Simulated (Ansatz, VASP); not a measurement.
## La2GaP3 in VASP and in Ansatz

File INCAR:

```
PREC     = Accurate       # precision mode
ENCUT    = 520            # plane-wave cutoff, eV
EDIFF    = 1E-6           # SCF threshold, eV
ISMEAR   = -1             # smearing method
SIGMA    = 0.02           # smearing width, eV
LREAL    = F              # projectors in reciprocal space
LASPH    = T              # aspherical terms in the spheres
NELM     = 80             # most SCF steps
ALGO     = Normal         # electronic algorithm
ISIF     = 2              # what is computed and relaxed
LWAVE    = F              # write WAVECAR
LCHARG   = F              # write CHGCAR
GGA      = PE             # functional
NBANDS   = 34             # bands
```

KPOINTS

```
Automatic mesh
0
Gamma
  8 8 8
```

Contents of POSCAR:

```
La2GaP3
1.0
   -2.0994866616      2.0994866616      8.6419401329
    2.0994866616     -2.0994866616      8.6419401329
    2.0994866616      2.0994866616     -8.6419401329
La P Ga
2 3 1
Direct
    0.8375016973      0.8375016973      0.0000000000
    0.1624983027      0.1624983027      0.0000000000
    0.6605928114      0.6605928114      0.0000000000
    0.0000000000      0.0000000000      0.0000000000
    0.3394071886      0.3394071886      0.0000000000
    0.5000000000      0.5000000000      0.0000000000
```

Input for Ansatz:

```yaml
crystal:
  lattice:
    - [-2.0994866616, 2.0994866616, 8.6419401329]
    - [2.0994866616, -2.0994866616, 8.6419401329]
    - [2.0994866616, 2.0994866616, -8.6419401329]
  atoms:
    - { symbol: La, position: [0.8375016973, 0.8375016973, 0.0] }
    - { symbol: P, position: [0.6605928114, 0.6605928114, 0.0] }
    - { symbol: La, position: [0.1624983027, 0.1624983027, 0.0] }
    - { symbol: P, position: [0.0, 0.0, 0.0] }
    - { symbol: Ga, position: [0.5, 0.5, 0.0] }
    - { symbol: P, position: [0.3394071886, 0.3394071886, 0.0] }
kpoints:
  mp_grid: { grid: [8, 8, 8] }
hamiltonian:
  xc: pbe
scf:
  occupations: { method: fermi_dirac, width: 0.02 }
  n_extra_bands: 5
output:
  forces: true
  stress: true
  eigenvalues: true
```

Alike in both runs: task single point; functional PBE; k mesh 8 × 8 × 8; occupations fermi-dirac, width 0.02 eV; no spin polarisation.

|  | VASP | Ansatz |
| --- | --- | --- |
| version | VASP 6.6.1 | Ansatz 0.2.0 |
| potentials or method | VASP PAW PBE potentials, release 64 (La, P, Ga_d) | plane waves, PAW |
| plane-wave cutoff (eV) | 520 | 420 |
| valence electrons in the cell | 50 | 50 |

```csv
,VASP,Ansatz,Ansatz less VASP
pressure (GPa),-0.1,0.0,+0.09
```

The functional is the same, so the differences come from potentials, cutoffs and numerics.

Neither program's run includes spin-orbit coupling.
